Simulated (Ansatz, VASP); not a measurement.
SnO2 in VASP and in Ansatz

The input INCAR:

```
  PREC = Accurate
  ENCUT = 520
  EDIFF = 1E-6
  ISMEAR = 0
  SIGMA = 0.05
  LREAL = False
  LASPH = True
  NELM = 80
  ALGO = Normal
  ISIF = 2
  LWAVE = False
  LCHARG = False
  GGA = PE
  NBANDS = 64
```

The input KPOINTS:

```
regular mesh
0
Gamma
  6 8 3
```

Contents of POSCAR:

```
SnO2
1.0
    0.0000000000     -4.8277049970      0.0000000000
    0.0000000000      0.0000000000     -3.2379909379
   11.6554099939      0.0000000000      0.0000000000
Sn O
4 8
Direct
    1.0000000000      0.0000000000      0.5812509749
    1.0000000000      0.0000000000      0.1670480426
    0.5000000000      0.5000000000      0.7883524411
    0.5000000000      0.5000000000      0.3741495088
    0.6933949136      0.0000000000      0.7082477008
    0.6933949136      0.0000000000      0.2940447685
    0.1933949136      0.5000000000      0.6613557152
    0.1933949136      0.5000000000      0.2471527829
    0.3066050864      0.0000000000      0.0400513168
    0.3066050864      0.0000000000      0.4542542491
    0.8066050864      0.5000000000      0.0869433023
    0.8066050864      0.5000000000      0.5011462346
```

Input for Ansatz:

```yaml
crystal:
  lattice:
    - [0.0, -4.827704997, 0.0]
    - [0.0, 0.0, -3.2379909379]
    - [11.6554099939, 0.0, 0.0]
  atoms:
    - { symbol: Sn, position: [1.0, 0.0, 0.5812509749] }
    - { symbol: Sn, position: [1.0, 0.0, 0.1670480426] }
    - { symbol: Sn, position: [0.5, 0.5, 0.7883524411] }
    - { symbol: Sn, position: [0.5, 0.5, 0.3741495088] }
    - { symbol: O, position: [0.6933949136, 0.0, 0.7082477008] }
    - { symbol: O, position: [0.6933949136, 0.0, 0.2940447685] }
    - { symbol: O, position: [0.1933949136, 0.5, 0.6613557152] }
    - { symbol: O, position: [0.1933949136, 0.5, 0.2471527829] }
    - { symbol: O, position: [0.3066050864, 0.0, 0.0400513168] }
    - { symbol: O, position: [0.3066050864, 0.0, 0.4542542491] }
    - { symbol: O, position: [0.8066050864, 0.5, 0.0869433023] }
    - { symbol: O, position: [0.8066050864, 0.5, 0.5011462346] }
basis:
  ecutwfc: 420
kpoints:
  mp_grid: { grid: [6, 8, 3] }
hamiltonian:
  xc: pbe
scf:
  occupations: { method: gaussian, width: 0.05 }
output:
  forces: true
  stress: true
  eigenvalues: true
```

Alike in both runs: task single point; functional PBE; k mesh 6 × 8 × 3; occupations gaussian, width 0.05 eV; no spin polarisation.

```csv
,VASP,Ansatz
version,VASP 6.6.1,Ansatz 0.2.0
potentials or method,"VASP PAW PBE potentials, release 64 (Sn_d, O), cutoff 520 eV","scalar-relativistic, plane waves, PAW"
valence electrons in the cell,104,104
```

Ansatz gave:

- gap on the k mesh at the Fermi level (eV): none
- pressure (GPa): 0.4
- traceless stress, the component that is largest in VASP (GPa): 1.12
- rms of the force components (eV/Å): 0.410

**Question.** What did VASP give for the same quantities?

**Answer.** gap on the k mesh at the Fermi level (eV): none; pressure (GPa): 0.8; traceless stress, the component that is largest in VASP (GPa): 1.26; rms of the force components (eV/Å): 0.413.

Atom by atom the forces differ by 0.023 eV/Å (rms over components). A gap of «none» marks a metal or a gap that the smearing closes.
